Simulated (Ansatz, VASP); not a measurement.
# Two plane-wave programs on Cd

```
Cd
1.0
     3.60390    0.00000    0.00000
     0.00000    3.60390    0.00000
     0.00000    0.00000   19.60390
Cd
3
Direct
  0.00000 0.00000 0.40580
  0.50000 0.50000 0.50000
  0.00000 0.00000 0.59420
```

Alike in both runs: functional PBE; k mesh 10 × 10 × 1; occupations fermi-dirac, width 0.05 eV; no spin polarisation.

Ansatz relaxed the structure, and its values are those at the end. VASP's run is a single point on that final structure, the one shown.

|  | VASP | Ansatz |
| --- | --- | --- |
| version | VASP 6.6.1 | Ansatz 0.2.0 |
| potentials or method | VASP PAW PBE potentials, release 64 (Cd) | PAW with Ansatz's default frozen-core files, scalar-relativistic |
| plane-wave cutoff (eV) | 520 | 420 |
| valence electrons in the cell | 36 | 60 |

```tsv
	VASP	Ansatz	Ansatz less VASP
rms of the force components (eV/Å)	0.007	0.001	-0.0063
```

The functional is the same, so the differences come from potentials, cutoffs and numerics. VASP's potentials hold 36 valence electrons a cell and Ansatz's 60, so a difference there can come from the potentials and not from the codes. Ansatz's warnings: stress scf threshold loose, xc potential rough in thin density.
